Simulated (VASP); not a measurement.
Here is a VASP 6.6.1 calculation.

File POSCAR:

```
GaAs
1.0
    0.0000000000      2.7943577300      2.7943577300
    2.7943577300      0.0000000000      2.7943577300
    2.7943577300      2.7943577300      0.0000000000
Ga As
1 1
Direct
    0.0000000000      0.0000000000      0.0000000000
    0.2500000000      0.2500000000      0.2500000000
```

INCAR.step1

```
PREC     = Accurate       # precision mode
ENCUT    = 520            # plane-wave cutoff, eV
ISMEAR   = -1             # smearing method
SIGMA    = 0.02           # smearing width, eV
LREAL    = False          # projectors in reciprocal space
LASPH    = True           # aspherical terms in the spheres
NELM     = 60             # most SCF steps
GGA      = PE             # functional
ALGO     = Normal         # electronic algorithm
EDIFF    = 1E-4           # SCF threshold, eV
LWAVE    = True           # write WAVECAR
LCHARG   = False          # write CHGCAR
```

Contents of INCAR.step2:

```
PREC     = Accurate       # precision mode
ENCUT    = 520            # plane-wave cutoff, eV
EDIFF    = 1E-7           # SCF threshold, eV
ISMEAR   = -1             # smearing method
SIGMA    = 0.02           # smearing width, eV
LREAL    = False          # projectors in reciprocal space
LASPH    = True           # aspherical terms in the spheres
NELM     = 60             # most SCF steps
ALGO     = Normal         # electronic algorithm
ISIF     = 2              # what is computed and relaxed
LWAVE    = False          # write WAVECAR
LCHARG   = False          # write CHGCAR
METAGGA  = R2SCAN         # meta-GGA
LMIXTAU  = True         
IBRION   = 2              # ionic algorithm
NSW      = 50             # ionic steps
EDIFFG   = -0.01          # ionic threshold
ISTART   = 1
```

Contents of KPOINTS:

```
Automatic mesh
0
Gamma
  8 8 8
```

Potentials or basis: VASP PAW PBE potentials, release 64 (Ga_d, As).

Command:

```console
$ cat potpaw_PBE.64/Ga_d/POTCAR potpaw_PBE.64/As/POTCAR > POTCAR
$ cp INCAR.step1 INCAR
$ mpirun -np 1 vasp_std > vasp.out
$ cp INCAR.step2 INCAR
$ mpirun -np 1 vasp_std > vasp.out
```

Question: What does it give for the band gap on the k mesh?

Answer: 1.28 eV.

Final structure:
```
Ga As
1.0
     0.00000    2.79436    2.79436
     2.79436    0.00000    2.79436
     2.79436    2.79436    0.00000
Ga As
1 1
Direct
  0.00000 0.00000 0.00000
  0.25000 0.25000 0.25000
```

Caveat: the relaxation stopped at its first step, so nothing moved. A k mesh can miss the band edges.
